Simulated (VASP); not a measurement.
# H15NO6 in VASP: a series of runs

H15NO6 is run at these levels: PBE+D3(BJ); tasks: single point.

Program: VASP 6.6.1. These are calculated values, not measurements. Logs are shortened: lines on timing, memory, paths and dates and some standing lists are left out, and cuts for length are marked.

### Step 1. The cell of the first run

The cell holds an amorphous packing of atoms, 22 atoms: a = 5.596 Å, b = 5.596 Å, c = 5.596 Å, α = 90.00°, β = 90.00°, γ = 90.00°.

### Step 2. Single point, PBE+D3(BJ)

INCAR

```
ALGO     = Normal         # electronic algorithm
EDIFF    = 1E-6           # SCF threshold, eV
ENCUT    = 520            # plane-wave cutoff, eV
GGA      = PE             # functional
ISIF     = 2              # what is computed and relaxed
ISMEAR   = -1             # smearing method
IVDW     = 12             # dispersion correction
LASPH    = T              # aspherical terms in the spheres
LCHARG   = F              # write CHGCAR
LREAL    = Auto         
LWAVE    = F              # write WAVECAR
NBANDS   = 45             # bands
NELM     = 100            # most SCF steps
PREC     = Accurate       # precision mode
SIGMA    = 0.05           # smearing width, eV
```

KPOINTS

```
k-points
0
Gamma
  1 1 1
```

POSCAR

```
H15NO6
1.0
    5.5955750000      0.0000000000      0.0000000000
    0.0000000000      5.5955750000      0.0000000000
    0.0000000000      0.0000000000      5.5955750000
O H N
6 15 1
Direct
    0.8241512266      0.4419206248      0.8206484588
    0.0826009838     -0.0836732597      0.0150118621
    0.6072834338      0.7662840727      0.1306210711
    0.3700960134      0.1801959584      0.6952815394
    0.2872448319      0.4496588822      1.0993686976
    0.7844412773      0.1291020136      0.3709717053
    0.9201020449      0.5711834798      0.7104185003
    0.8263672634      0.2921773008      0.7500569647
    0.0424442528      0.0324363448      0.1598227171
    0.2419590480     -0.1490106021      0.0685362988
    0.7154939394      0.6799122521      0.0100793931
    0.4766444914      0.6441875947      0.1709386435
    0.2431028089      0.0787586620      0.6476010062
    0.4947123397      0.2314507446      0.5890011304
    0.1621102389      0.5056674247      0.9816864219
    0.3650741881      0.3261863169      1.0022919897
    0.7516653784      0.2368478664      0.2413871675
    0.7214808130     -0.0070234069      0.2835812227
    0.0507186482      0.8616987530      0.5859094016
    0.2940180410      0.6663837050      0.5142456316
   -0.0204983402      0.6187925280      0.4521251167
    0.1145905470      0.6918145141      0.5587450798
```

Potentials or basis: VASP PAW PBE potentials, release 64 (O, H, N).

The run is started by

```bash
$ cat potpaw_PBE.64/O/POTCAR potpaw_PBE.64/H/POTCAR potpaw_PBE.64/N/POTCAR > POTCAR
$ mpirun -np 1 vasp_gam > vasp.out
```

OUTCAR:

```text
EDIFF = 1E-6
   ENCUT = 520
   GGA = PE
   ISIF = 2
   ISMEAR = -1
   IVDW = 12
   LASPH = T
   LREAL = Auto
   NELM = 100
   PREC = Accurate
 IVDW          = 12

 ion  position               nearest neighbor table
   1  0.824  0.442  0.821-   8 0.93   7 1.09
   2  0.083  0.916  0.015-  10 1.01   9 1.06
   3  0.607  0.766  0.131-  12 1.03  11 1.03
   4  0.370  0.180  0.695-  13 0.95  14 0.96
   5  0.287  0.450  0.099-  16 0.98  15 1.01
   6  0.784  0.129  0.371-  17 0.96  18 0.97
   7  0.920  0.571  0.710-   1 1.09
   8  0.826  0.292  0.750-   1 0.93
   9  0.042  0.032  0.160-   2 1.06
  10  0.242  0.851  0.069-   2 1.01
  11  0.715  0.680  0.010-   3 1.03
  12  0.477  0.644  0.171-   3 1.03
  13  0.243  0.079  0.648-   4 0.95
  14  0.495  0.231  0.589-   4 0.96
  15  0.162  0.506  0.982-   5 1.01
  16  0.365  0.326  0.002-   5 0.98
  17  0.752  0.237  0.241-   6 0.96
  18  0.721  0.993  0.284-   6 0.97
  19  0.051  0.862  0.586-  22 1.03
  20  0.294  0.666  0.514-  22 1.04
  21  0.980  0.619  0.452-  22 1.05
  22  0.115  0.692  0.559-  19 1.03  20 1.04  21 1.05

  LATTYP: Found a simple cubic cell.
 ALAT       =     5.5955750000

  Lattice vectors:

 A1 = (   5.5955750000,   0.0000000000,   0.0000000000)
 A2 = (   0.0000000000,   5.5955750000,   0.0000000000)
 A3 = (   0.0000000000,   0.0000000000,   5.5955750000)

Analysis of symmetry for initial positions (statically):
=====================================================================
 Subroutine PRICEL returns:
 Original cell was already a primitive cell.

 Routine SETGRP: Setting up the symmetry group for a
 simple cubic supercell.

 Subroutine GETGRP returns: Found  1 space group operations
 (whereof  1 operations were pure point group operations)
 out of a pool of 48 trial point group operations.

The static configuration has the point symmetry C_1 .

Analysis of symmetry for dynamics (positions and initial velocities):
=====================================================================
 Subroutine PRICEL returns:
 Original cell was already a primitive cell.

 Routine SETGRP: Setting up the symmetry group for a
 simple cubic supercell.

 Subroutine GETGRP returns: Found  1 space group operations
 (whereof  1 operations were pure point group operations)
 out of a pool of 48 trial point group operations.

The dynamic configuration has the point symmetry C_1 .

 Subroutine INISYM returns: Found  1 space group operations
 (whereof  1 operations are pure point group operations),
 and found     1 'primitive' translations

----------------------------------------------------------------------------------------

                                     Primitive cell

  volume of cell :     175.2000

  direct lattice vectors                    reciprocal lattice vectors
     5.595575000  0.000000000  0.000000000     0.178712643  0.000000000  0.000000000
     0.000000000  5.595575000  0.000000000     0.000000000  0.178712643  0.000000000
     0.000000000  0.000000000  5.595575000     0.000000000  0.000000000  0.178712643

  length of vectors
     5.595575000  5.595575000  5.595575000     0.178712643  0.178712643  0.178712643

  position of ions in fractional coordinates (direct lattice)
     0.824151227  0.441920625  0.820648459
     0.082600984  0.916326740  0.015011862
     0.607283434  0.766284073  0.130621071
     0.370096013  0.180195958  0.695281539
     0.287244832  0.449658882  0.099368698
     0.784441277  0.129102014  0.370971705
[... 14 lines left out ...]
     0.979501660  0.618792528  0.452125117
     0.114590547  0.691814514  0.558745080

  ion indices of the primitive-cell ions
   primitive index   ion index
                 1           1
                 2           2
                 3           3
                 4           4
                 5           5
                 6           6
[... 14 lines left out ...]
                21          21
                22          22

----------------------------------------------------------------------------------------

 KPOINTS: k-points

Automatic generation of k-mesh.
 Grid dimensions read from file:
 generate k-points for:    1    1    1

 Generating k-lattice:

  Cartesian coordinates                     Fractional coordinates (reciprocal lattice)
     0.178712643  0.000000000  0.000000000     1.000000000  0.000000000  0.000000000
     0.000000000  0.178712643  0.000000000     0.000000000  1.000000000  0.000000000
     0.000000000  0.000000000  0.178712643     0.000000000  0.000000000  1.000000000

  Length of vectors
     0.178712643  0.178712643  0.178712643

  Shift w.r.t. Gamma in fractional coordinates (k-lattice)
     0.000000000  0.000000000  0.000000000

 Subroutine IBZKPT returns following result:
 ===========================================

 Found      1 irreducible k-points:

 Following reciprocal coordinates:
            Coordinates               Weight
  0.000000  0.000000  0.000000      1.000000
   k-points           NKPTS =      1   k-points in BZ     NKDIM =      1   number of bands    NBANDS=     45
   number of dos      NEDOS =    301   number of ions     NIONS =     22
   total plane-waves  NPLWV =  74088
   dimension x,y,z NGX =    42 NGY =   42 NGZ =   42
   dimension x,y,z NGXF=    84 NGYF=   84 NGZF=   84
   ions per type =               6  15   1
   NGX,Y,Z   is equivalent  to a cutoff of  12.48, 12.48, 12.48 a.u.
   NGXF,Y,Z  is equivalent  to a cutoff of  24.96, 24.96, 24.96 a.u.
 SYSTEM =  unknown system
   PREC   = accura    normal or accurate (medium, high low for compatibility)
   ISTART =      0    job   : 0-new  1-cont  2-samecut
   ICHARG =      2    charge: 1-file 2-atom 10-const
   ISPIN  =      1    spin polarized calculation?
   LNONCOLLINEAR =      F non collinear calculations
   LSORBIT =      F    spin-orbit coupling
   LASPH  =      T    aspherical Exc in radial PAW
   ENCUT  =  520.0 eV  38.22 Ry    6.18 a.u.  10.40 10.40 10.40*2*pi/ulx,y,z
   NELM   =    100;   NELMIN=  2; NELMDL= -5     # of ELM steps
   EDIFF  = 0.1E-05   stopping-criterion for ELM
   LREAL  =      T    real-space projection
   EDIFFG = 0.1E-04   stopping-criterion for IOM
   NSW    =      0    number of steps for IOM
   IBRION =     -1    ionic relax: 0-MD 1-quasi-New 2-CG
   NFREE  =      0    steps in history (QN), initial steepest desc. (CG)
   ISIF   =      2    stress and relaxation
   ISYM   =      2    0-nonsym 1-usesym 2-fastsym
   POTIM  = 0.5000    time-step for ionic-motion
   TEBEG  =    0.0;   TEEND  =   0.0 temperature during run
   PSTRESS=    0.0 pullay stress
   NELECT =      56.0000    total number of electrons
   NUPDOWN=      -1.0000    fix difference up-down
   EMIN   =  10.00;   EMAX   =-10.00  energy-range for DOS
   EFERMI =   0.00;   METHOD = LEGACY
   ISMEAR =    -1;   SIGMA  =   0.05  broadening in eV -4-tet -1-fermi 0-gaus
   EFERMI_NEDOS =   21; number of points for ismear=-14 and -15
   IALGO  =     38    algorithm
   IMIX   =      4    mixing-type and parameters
     AMIX     =   0.40;   BMIX     =  1.00
     AMIX_MAG =   1.60;   BMIX_MAG =  1.00
  volume/ion in A,a.u.               =       7.96        53.74
  Fermi-wavevector in a.u.,A,eV,Ry     =   1.119333  2.115233 17.046837  1.252907
  Thomas-Fermi vector in A             =   2.255972
   LORBIT       =      0    0 simple, 1 ext, 2 COOP (PROOUT), +10 PAW based schemes
   GGA     = PE    functional components
   LHFCALC =     F    Hartree Fock is set to
   AEXX    =    0.0000 exact exchange contribution
   IVDW    =    12    specifies the selected vdW correction
   LEPSILON=     F    determine dielectric tensor
   LRPA    =     F    only Hartree local field effects (RPA)
 non-spin polarized calculation
  energy-cutoff  :      520.00
  volume of cell :      175.20
 maximum number of plane-waves:      2365
 NGX is ok and might be reduce to    42
   NGX = 21   NGY = 21   NGZ = 21

 number of electron      55.9999982 magnetization

 Free energy of the ion-electron system (eV)
  ---------------------------------------------------
  ext. energy  EPLUGINS =         0.00000000
  ---------------------------------------------------
  free energy    TOTEN  =      -105.18423222 eV

  energy without entropy =     -105.18423222  energy(sigma->0) =     -105.18423222

 E-fermi :  -0.9538     XC(G=0):  -7.7504

 val. band max:       -2.2047786032   @ k =   0.0000   0.0000   0.0000
 cond. band min:       1.7887146122   @ k =   0.0000   0.0000   0.0000
 fundamental gap:      3.9934932154
 Fermi energy:        -0.9537609037

 k-point     1 :       0.0000    0.0000    0.0000
  band No.  band energies     occupation
      1     -22.0177      2.00000
      2     -21.3705      2.00000
      3     -21.0345      2.00000
      4     -20.7234      2.00000
      5     -20.2438      2.00000
      6     -20.0944      2.00000
[... 32 lines left out ...]
     39       8.5761      0.00000
     40       8.9842      0.00000
 [bands above 40 left out]

------------------------ aborting loop because EDIFF is reached ----------------------------------------

 Edisp (eV)   -0.95666

 E8    (eV) :    -0.1973

  FORCE on cell =-STRESS in cart. coord.  units (eV):
  Direction    XX          YY          ZZ          XY          YZ          ZX
  --------------------------------------------------------------------------------------
  -------------------------------------------------------------------------------------
  Total      -3.43650     4.02387    -0.32624     2.29686     0.52371    -0.58570
  in kB     -31.42628    36.79769    -2.98343    21.00439     4.78928    -5.35612
  external pressure =        0.80 kB  Pullay stress =        0.00 kB

 VOLUME and BASIS-vectors are now :
 -----------------------------------------------------------------------------
  energy-cutoff  :      520.00
  volume of cell :      175.20
      direct lattice vectors                 reciprocal lattice vectors
     5.595575000  0.000000000  0.000000000     0.178712643  0.000000000  0.000000000
     0.000000000  5.595575000  0.000000000     0.000000000  0.178712643  0.000000000
     0.000000000  0.000000000  5.595575000     0.000000000  0.000000000  0.178712643

 POSITION                                       TOTAL-FORCE (eV/Angst)
 -----------------------------------------------------------------------------------
      4.61160      2.47280      4.59200         0.143198      3.856993      0.779518
      0.46220      5.12737      0.08400         0.467237      1.605638      2.581909
      3.39810      4.28780      0.73090         0.599518     -0.896133     -0.114841
      2.07090      1.00830      3.89050         0.640796      1.111888      2.013762
      1.60730      2.51610      0.55603        -0.950745     -0.140825     -0.398063
      4.38940      0.72240      2.07580         0.391798      0.800591      0.422148
[... 14 lines left out ...]
      5.48088      3.46250      2.52990         1.795065      0.236884     -0.788481
      0.64120      3.87110      3.12650        -1.491360     -0.015068     -0.343654
 -----------------------------------------------------------------------------------
    total drift:                               -0.001862      0.000589     -0.004732

  FREE ENERGIE OF THE ION-ELECTRON SYSTEM (eV)
  ---------------------------------------------------
  free  energy   TOTEN  =      -106.1408967787 eV

  energy  without entropy=     -106.1408967786  energy(sigma->0) =     -106.14089678
```

It took 11 s on 1 thread of Intel Xeon 6975P-C (Granite Rapids), shared host; peak memory 0.26 GiB.

What came out:

| Quantity | Value |
| --- | --- |
| Free energy | -106.1409 eV |
| Pressure | 0.1 GPa |
| Largest force | 3.938 eV/Å |
| Band gap on the k mesh | 3.99 eV |
| Dispersion energy per atom | -0.043 eV |

Forces in eV/Å, atoms in the order of the input:
```
O    0.143  3.857  0.780
O    0.467  1.606  2.582
O    0.600 -0.896 -0.115
O    0.641  1.112  2.014
O   -0.951 -0.141 -0.398
O    0.392  0.801  0.422
H    0.024 -2.126  1.601
H    0.221 -2.219 -1.318
H    0.431 -1.692 -2.190
H   -0.986  0.709 -0.789
H   -1.270  0.602  1.252
H    0.828  0.307 -0.883
H   -0.090 -0.356 -0.843
H   -0.105 -0.610 -1.077
H    0.548 -0.403  0.891
H    0.021 -0.144 -0.325
H    0.204  1.495 -0.348
H   -0.671 -2.107 -0.061
H    0.734 -0.148 -0.138
H   -1.484  0.135  0.075
H    1.795  0.237 -0.788
N   -1.491 -0.015 -0.344
```

Caveat: the k points lie up to 1.12 Å⁻¹ apart.

[end of part 1 of 2]
